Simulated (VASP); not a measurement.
# Li16B (a cell with a defect) in VASP: single point with PBE

Aim: the single point of Li16B (a cell with a defect) with PBE.

All numbers are computed with VASP 6.6.1; they aren't measurements. Logs are shortened: lines on timing, memory, paths and dates and some standing lists are left out, and cuts for length are marked.

### 1 The cell of the first run

The cell holds a defect, 17 atoms: a = 6.980 Å, b = 6.980 Å, c = 6.980 Å, α = 90.00°, β = 90.00°, γ = 90.00°.

### 2 Single point, PBE

The input, INCAR:

```
SYSTEM = Li16B
PREC = Accurate
ENCUT = 520
EDIFF = 1E-6
ISMEAR = 0
SIGMA = 0.05
LREAL = Auto
LASPH = .True.
NELM = 60
ALGO = Normal
ISIF = 2
LWAVE = .False.
LCHARG = .False.
GGA = PE
NBANDS = 40
```

The input, KPOINTS:

```
Automatic mesh
0
Gamma
  4 4 4
  0 0 0
```

The input, POSCAR:

```
Li16B
1.0
    6.9800000000      0.0000000000      0.0000000000
    0.0000000000      6.9800000000      0.0000000000
    0.0000000000      0.0000000000      6.9800000000
Li B
16 1
Direct
   -0.0102110315      0.0396488539     -0.0008106017
    0.5148674785      0.0259936963     -0.0216806590
    0.0037590258      0.4765060172      0.0233501433
   -0.0028712034     -0.0460623209      0.4415653295
    0.2623637536      0.2257452722      0.2587001433
    0.4975604585      0.4700446991     -0.0098805158
    0.5037991404     -0.0166541547      0.5389425501
    0.7383643266      0.2421716332      0.2659428367
    0.0091232092      0.5504095989      0.4309772206
    0.2952946991      0.7637061605      0.2338835244
    0.2221333811      0.2520173352      0.7213640401
    0.4888865330      0.5133312321      0.5253825215
    0.7066325215      0.7478797994      0.2426151862
    0.7792234957      0.2667573066      0.7143998567
    0.2142765043      0.7549987106      0.8215965616
    0.7860110315      0.7430422636      0.8151869628
   -0.0004835244      0.7655028653      0.1437676218
```

Potentials or basis: VASP PAW PBE potentials, release 64 (Li_sv, B).

Command:

```console
cat potpaw_PBE.64/Li_sv/POTCAR potpaw_PBE.64/B/POTCAR > POTCAR
mpirun -np 1 vasp_std > vasp.out
```

OUTCAR:

```text
SYSTEM = Li16B
   PREC = Accurate
   ENCUT = 520
   EDIFF = 1E-6
   ISMEAR = 0
   LREAL = Auto
   LASPH = .True.
   NELM = 60
   ISIF = 2
   GGA = PE

 ion  position               nearest neighbor table
   1  0.990  0.040  0.999-  17 2.16
   2  0.515  0.026  0.978-
   3  0.004  0.477  0.023-  17 2.19
   4  0.997  0.954  0.442-
   5  0.262  0.226  0.259-
   6  0.498  0.470  0.990-
   7  0.504  0.983  0.539-
   8  0.738  0.242  0.266-
   9  0.009  0.550  0.431-
  10  0.295  0.764  0.234-  17 2.16
  11  0.222  0.252  0.721-
  12  0.489  0.513  0.525-
  13  0.707  0.748  0.243-  17 2.16
  14  0.779  0.267  0.714-
  15  0.214  0.755  0.822-
  16  0.786  0.743  0.815-
  17  1.000  0.766  0.144-  10 2.16  13 2.16   1 2.16   3 2.19

  LATTYP: Found a simple cubic cell.
 ALAT       =     6.9800000000

  Lattice vectors:

 A1 = (   6.9800000000,   0.0000000000,   0.0000000000)
 A2 = (   0.0000000000,   6.9800000000,   0.0000000000)
 A3 = (   0.0000000000,   0.0000000000,   6.9800000000)

Analysis of symmetry for initial positions (statically):
=====================================================================
 Subroutine PRICEL returns:
 Original cell was already a primitive cell.

 Routine SETGRP: Setting up the symmetry group for a
 simple cubic supercell.

 Subroutine GETGRP returns: Found  1 space group operations
 (whereof  1 operations were pure point group operations)
 out of a pool of 48 trial point group operations.

The static configuration has the point symmetry C_1 .

Analysis of symmetry for dynamics (positions and initial velocities):
=====================================================================
 Subroutine PRICEL returns:
 Original cell was already a primitive cell.

 Routine SETGRP: Setting up the symmetry group for a
 simple cubic supercell.

 Subroutine GETGRP returns: Found  1 space group operations
 (whereof  1 operations were pure point group operations)
 out of a pool of 48 trial point group operations.

The dynamic configuration has the point symmetry C_1 .

 Subroutine INISYM returns: Found  1 space group operations
 (whereof  1 operations are pure point group operations),
 and found     1 'primitive' translations

----------------------------------------------------------------------------------------

                                     Primitive cell

  volume of cell :     340.0684

  direct lattice vectors                    reciprocal lattice vectors
     6.980000000  0.000000000  0.000000000     0.143266476  0.000000000  0.000000000
     0.000000000  6.980000000  0.000000000     0.000000000  0.143266476  0.000000000
     0.000000000  0.000000000  6.980000000     0.000000000  0.000000000  0.143266476

  length of vectors
     6.980000000  6.980000000  6.980000000     0.143266476  0.143266476  0.143266476

  position of ions in fractional coordinates (direct lattice)
     0.989788969  0.039648854  0.999189398
     0.514867479  0.025993696  0.978319341
     0.003759026  0.476506017  0.023350143
     0.997128797  0.953937679  0.441565330
     0.262363754  0.225745272  0.258700143
     0.497560458  0.470044699  0.990119484
[... 9 lines left out ...]
     0.786011032  0.743042264  0.815186963
     0.999516476  0.765502865  0.143767622

  ion indices of the primitive-cell ions
   primitive index   ion index
                 1           1
                 2           2
                 3           3
                 4           4
                 5           5
                 6           6
[... 9 lines left out ...]
                16          16
                17          17

----------------------------------------------------------------------------------------

 KPOINTS: Automatic mesh

Automatic generation of k-mesh.
 Grid dimensions read from file:
 generate k-points for:    4    4    4

 Generating k-lattice:

  Cartesian coordinates                     Fractional coordinates (reciprocal lattice)
     0.035816619  0.000000000  0.000000000     0.250000000  0.000000000  0.000000000
     0.000000000  0.035816619  0.000000000     0.000000000  0.250000000  0.000000000
     0.000000000  0.000000000  0.035816619     0.000000000  0.000000000  0.250000000

  Length of vectors
     0.035816619  0.035816619  0.035816619

  Shift w.r.t. Gamma in fractional coordinates (k-lattice)
     0.000000000  0.000000000  0.000000000

 Subroutine IBZKPT returns following result:
 ===========================================

 Found     36 irreducible k-points:

 Following reciprocal coordinates:
            Coordinates               Weight
  0.000000  0.000000  0.000000      1.000000
  0.250000  0.000000  0.000000      2.000000
  0.000000  0.250000  0.000000      2.000000
  0.000000  0.000000  0.250000      2.000000
  0.500000  0.000000  0.000000      1.000000
  0.000000  0.500000  0.000000      1.000000
[... 16 lines left out ...]
  0.250000  0.250000  0.250000      2.000000
 -0.250000  0.250000  0.250000      2.000000
 [... further k-points ...]
   k-points           NKPTS =     36   k-points in BZ     NKDIM =     36   number of bands    NBANDS=     40
   number of dos      NEDOS =    301   number of ions     NIONS =     17
   total plane-waves  NPLWV = 157464
   dimension x,y,z NGX =    54 NGY =   54 NGZ =   54
   dimension x,y,z NGXF=   108 NGYF=  108 NGZF=  108
   ions per type =              16   1
   NGX,Y,Z   is equivalent  to a cutoff of  12.86, 12.86, 12.86 a.u.
   NGXF,Y,Z  is equivalent  to a cutoff of  25.72, 25.72, 25.72 a.u.
 SYSTEM =  Li16B
   PREC   = accura    normal or accurate (medium, high low for compatibility)
   ISTART =      0    job   : 0-new  1-cont  2-samecut
   ICHARG =      2    charge: 1-file 2-atom 10-const
   ISPIN  =      1    spin polarized calculation?
   LNONCOLLINEAR =      F non collinear calculations
   LSORBIT =      F    spin-orbit coupling
   LASPH  =      T    aspherical Exc in radial PAW
   ENCUT  =  520.0 eV  38.22 Ry    6.18 a.u.  12.98 12.98 12.98*2*pi/ulx,y,z
   NELM   =     60;   NELMIN=  2; NELMDL= -5     # of ELM steps
   EDIFF  = 0.1E-05   stopping-criterion for ELM
   LREAL  =      T    real-space projection
   EDIFFG = 0.1E-04   stopping-criterion for IOM
   NSW    =      0    number of steps for IOM
   IBRION =     -1    ionic relax: 0-MD 1-quasi-New 2-CG
   NFREE  =      0    steps in history (QN), initial steepest desc. (CG)
   ISIF   =      2    stress and relaxation
   ISYM   =      2    0-nonsym 1-usesym 2-fastsym
   POTIM  = 0.5000    time-step for ionic-motion
   TEBEG  =    0.0;   TEEND  =   0.0 temperature during run
   PSTRESS=    0.0 pullay stress
   NELECT =      51.0000    total number of electrons
   NUPDOWN=      -1.0000    fix difference up-down
   EMIN   =  10.00;   EMAX   =-10.00  energy-range for DOS
   EFERMI =   0.00;   METHOD = LEGACY
   ISMEAR =     0;   SIGMA  =   0.05  broadening in eV -4-tet -1-fermi 0-gaus
   EFERMI_NEDOS =   21; number of points for ismear=-14 and -15
   IALGO  =     38    algorithm
   IMIX   =      4    mixing-type and parameters
     AMIX     =   0.40;   BMIX     =  1.00
     AMIX_MAG =   1.60;   BMIX_MAG =  1.00
  volume/ion in A,a.u.               =      20.00       134.99
  Fermi-wavevector in a.u.,A,eV,Ry     =   0.869780  1.643646 10.293044  0.756517
  Thomas-Fermi vector in A             =   1.988651
   LORBIT       =      0    0 simple, 1 ext, 2 COOP (PROOUT), +10 PAW based schemes
   GGA     = PE    functional components
   LHFCALC =     F    Hartree Fock is set to
   AEXX    =    0.0000 exact exchange contribution
   IVDW    =     0    specifies the selected vdW correction
   LEPSILON=     F    determine dielectric tensor
   LRPA    =     F    only Hartree local field effects (RPA)
 non-spin polarized calculation
 Gauss-broadening in eV      SIGMA  =   0.05
  energy-cutoff  :      520.00
  volume of cell :      340.07
 maximum number of plane-waves:      9183
 NGX is ok and might be reduce to    54
   NGX = 25   NGY = 25   NGZ = 25

 number of electron      50.9999999 magnetization

 Free energy of the ion-electron system (eV)
  ---------------------------------------------------
  ext. energy  EPLUGINS =         0.00000000
  ---------------------------------------------------
  free energy    TOTEN  =       -35.31805817 eV

  energy without entropy =      -35.30797380  energy(sigma->0) =      -35.31301599

 E-fermi :   0.5611     XC(G=0):  -7.0727

 val. band max:        0.5585588042   @ k =   0.2500   0.2500   0.5000
 cond. band min:       0.5747569150   @ k =   0.5000   0.0000   0.5000
 fundamental gap:      0.0161981108
 Fermi energy:         0.5611200771

 k-point     1 :       0.0000    0.0000    0.0000
  band No.  band energies     occupation
      1     -46.1698      2.00000
      2     -46.1658      2.00000
      3     -46.1497      2.00000
      4     -46.1409      2.00000
      5     -46.1369      2.00000
      6     -46.0964      2.00000
[... 29 lines left out ...]
     36       3.7232      0.00000
     37       3.8569      0.00000

 k-point     2 :       0.2500    0.0000    0.0000
  band No.  band energies     occupation
      1     -46.1698      2.00000
      2     -46.1659      2.00000
      3     -46.1498      2.00000
      4     -46.1409      2.00000
      5     -46.1369      2.00000
      6     -46.0964      2.00000
[... 29 lines left out ...]
     36       3.7560      0.00000
     37       3.8857      0.00000

 k-point     3 :       0.0000    0.2500    0.0000
  band No.  band energies     occupation
      1     -46.1698      2.00000
      2     -46.1658      2.00000
      3     -46.1497      2.00000
      4     -46.1409      2.00000
      5     -46.1369      2.00000
      6     -46.0965      2.00000
[... 29 lines left out ...]
     36       3.7421      0.00000
     37       3.8431      0.00000
[... 761 lines left out ...]
 k-point    23 :       0.2500    0.2500    0.2500
  band No.  band energies     occupation
      1     -46.1697      2.00000
      2     -46.1659      2.00000
      3     -46.1498      2.00000
      4     -46.1410      2.00000
      5     -46.1370      2.00000
      6     -46.0965      2.00000
[... 29 lines left out ...]
     36       3.5219      0.00000
     37       4.3904      0.00000

 k-point    24 :      -0.2500    0.2500    0.2500
  band No.  band energies     occupation
      1     -46.1697      2.00000
      2     -46.1659      2.00000
      3     -46.1498      2.00000
      4     -46.1410      2.00000
      5     -46.1370      2.00000
      6     -46.0965      2.00000
[... 29 lines left out ...]
     36       3.5462      0.00000
     37       4.3809      0.00000

 [... further k-points ...]

 [bands above 37 left out]

------------------------ aborting loop because EDIFF is reached ----------------------------------------

  FORCE on cell =-STRESS in cart. coord.  units (eV):
  Direction    XX          YY          ZZ          XY          YZ          ZX
  --------------------------------------------------------------------------------------
  -------------------------------------------------------------------------------------
  Total       -0.6602993     -0.9474458     -3.2359728      0.0371322     -0.3567218     -0.1099628
  in kB       -3.1108937     -4.4637378    -15.2457637      0.1749424     -1.6806372     -0.5180721
  external PRESSURE =      -7.6067984 kB  Pullay stress =       0.0000000 kB

 VOLUME and BASIS-vectors are now :
 -----------------------------------------------------------------------------
  energy-cutoff  :      520.00
  volume of cell :      340.07
      direct lattice vectors                 reciprocal lattice vectors
     6.980000000  0.000000000  0.000000000     0.143266476  0.000000000  0.000000000
     0.000000000  6.980000000  0.000000000     0.000000000  0.143266476  0.000000000
     0.000000000  0.000000000  6.980000000     0.000000000  0.000000000  0.143266476

 POSITION                                       TOTAL-FORCE (eV/Angst)
 -----------------------------------------------------------------------------------
      6.90873      0.27675      6.97434         0.001384      0.042366      0.016599
      3.59377      0.18144      6.82867         0.001164      0.002056      0.008620
      0.02624      3.32601      0.16298         0.003207     -0.054350     -0.001131
      6.95996      6.65849      3.08213        -0.006083     -0.000914     -0.049770
      1.83130      1.57570      1.80573         0.018238      0.001786      0.016055
      3.47297      3.28091      6.91103        -0.002382      0.005848     -0.004161
[... 9 lines left out ...]
      5.48636      5.18643      5.69001         0.049543      0.008629      0.070743
      6.97662      5.34321      1.00350         0.006232     -0.016788     -0.091578
 -----------------------------------------------------------------------------------
    total drift:                               -0.007612      0.014758     -0.010632

  FREE ENERGIE OF THE ION-ELECTRON SYSTEM (eV)
  ---------------------------------------------------
  free  energy   TOTEN  =       -35.3180581691 eV

  energy  without entropy=      -35.3079738021  energy(sigma->0) =      -35.31301599
```

Run time: 8.9 min. Hardware: 1 thread of Intel Xeon 8259CL, shared host; peak memory 0.55 GiB.

What came out:

| Property | Result |
| --- | --- |
| Free energy | -35.3181 eV |
| Largest force | 0.093 eV/Å |
| Band gap on the k mesh | zero (an odd number of electrons rules out a gap without spin polarisation) |

Forces in eV/Å, atoms in the order of the input:
```
Li   0.001  0.042  0.017
Li   0.001  0.002  0.009
Li   0.003 -0.054 -0.001
Li  -0.006 -0.001 -0.050
Li   0.018  0.002  0.016
Li  -0.002  0.006 -0.004
Li   0.003 -0.023  0.017
Li  -0.026  0.008  0.014
Li   0.000 -0.005 -0.035
Li  -0.004 -0.001  0.009
Li  -0.003 -0.010 -0.024
Li   0.005  0.031  0.020
Li   0.003 -0.001 -0.006
Li  -0.003 -0.001 -0.016
Li  -0.045  0.014  0.055
Li   0.050  0.009  0.071
B    0.006 -0.017 -0.092
```

Levels at points of the mesh, in eV from the Fermi level:
```
           k point  band 24  band 25  band 26  band 27  band 28  band 29
(0.00, 0.00, 0.00)    -0.33    -0.27     0.06     0.19     0.35     0.44
(0.50, 0.00, 0.00)    -0.55    -0.54    -0.51     0.32     0.35     0.48
(0.00, 0.50, 0.00)    -0.57    -0.54    -0.52     0.40     0.47     0.66
(0.00, 0.00, 0.50)    -0.49    -0.48    -0.47     0.36     0.64     1.07
(0.50, 0.50, 0.00)    -0.42    -0.06    -0.03     0.03     0.06     0.69
(0.00, 0.50, 0.50)    -0.37    -0.16     0.02     0.07     0.29     0.46
(0.50, 0.00, 0.50)    -0.34    -0.13    -0.03     0.01     0.28     0.42
(0.50, 0.50, 0.50)    -1.62     0.30     0.36     0.43     1.27     2.23
```

Caveat: the cutoff is under 1.25 times the usual one of these potentials, so pressure, stress and relaxed cells hold a basis-set (Pulay) error.
